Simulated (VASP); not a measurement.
Set up this calculation in VASP 6.6.1, as the native input.

- Task: single point
- Functional: PBE
- Potentials or basis: VASP PAW PBE potentials, release 64 (Te, Pd, Se, O)
- Cutoff: 520 eV
- k mesh: 8 × 8 × 10
- Occupations: gaussian, width 0.1 eV
- Spin: no spin polarisation
- Dipole correction: no
- Further INCAR settings: ALGO = Normal; EDIFF = 1e-06; NBANDS = 25

The structure of TePdSe2O lies in POSCAR:

```
TePdSe2O
1.0
    5.1162975690      0.0000000000      0.0000000000
    0.0000000000      5.1162975690      0.0000000000
    0.0000000000      0.0000000000      3.8272899171
Te Pd Se O
1 1 2 1
Direct
    0.0000000000      0.0000000000      0.0000000000
    0.5000000000      0.5000000000      0.5000000000
    0.0000000000      0.5000000000      0.5000000000
    0.5000000000      0.0000000000      0.5000000000
    0.5000000000      0.5000000000      0.0000000000
```

One way to write it, as run:

INCAR

```
SYSTEM = TePdSe2O
PREC     = Accurate       ! precision mode
ENCUT    = 520            ! plane-wave cutoff, eV
EDIFF    = 1E-6           ! SCF threshold, eV
ISMEAR   = 0              ! smearing method
SIGMA    = 0.1            ! smearing width, eV
LREAL    = .FALSE.        ! projectors in reciprocal space
LASPH    = .TRUE.         ! aspherical terms in the spheres
NELM     = 100            ! most SCF steps
ALGO     = Normal         ! electronic algorithm
ISIF     = 2              ! what is computed and relaxed
LWAVE    = .FALSE.        ! write WAVECAR
LCHARG   = .TRUE.         ! write CHGCAR
GGA      = PE             ! functional
LELF     = .TRUE.         ! ELF
LVHAR    = .TRUE.       
NBANDS   = 25             ! bands
```

KPOINTS

```
regular mesh
0
G
  8 8 10
  0 0 0
```

Potentials or basis: VASP PAW PBE potentials, release 64 (Te, Pd, Se, O).

Run with:

```sh
$ cat potpaw_PBE.64/Te/POTCAR potpaw_PBE.64/Pd/POTCAR potpaw_PBE.64/Se/POTCAR potpaw_PBE.64/O/POTCAR > POTCAR
$ mpirun -np 1 vasp_std > vasp.out
```

It gave:

The pressure is -0.1 GPa. The band gap on the k mesh is zero (band 17 reaches 7.66 eV, above the bottom of band 18 at 4.48 eV).

Caveat: spin-orbit coupling is left out, which moves the levels of the heavy elements.

Run time: 4.4 min on 1 thread of Intel(R) Xeon(R) Platinum 8259CL CPU @ 2.50GHz (Skylake/Cascade Lake), on a shared host, peak memory 0.38 GiB.
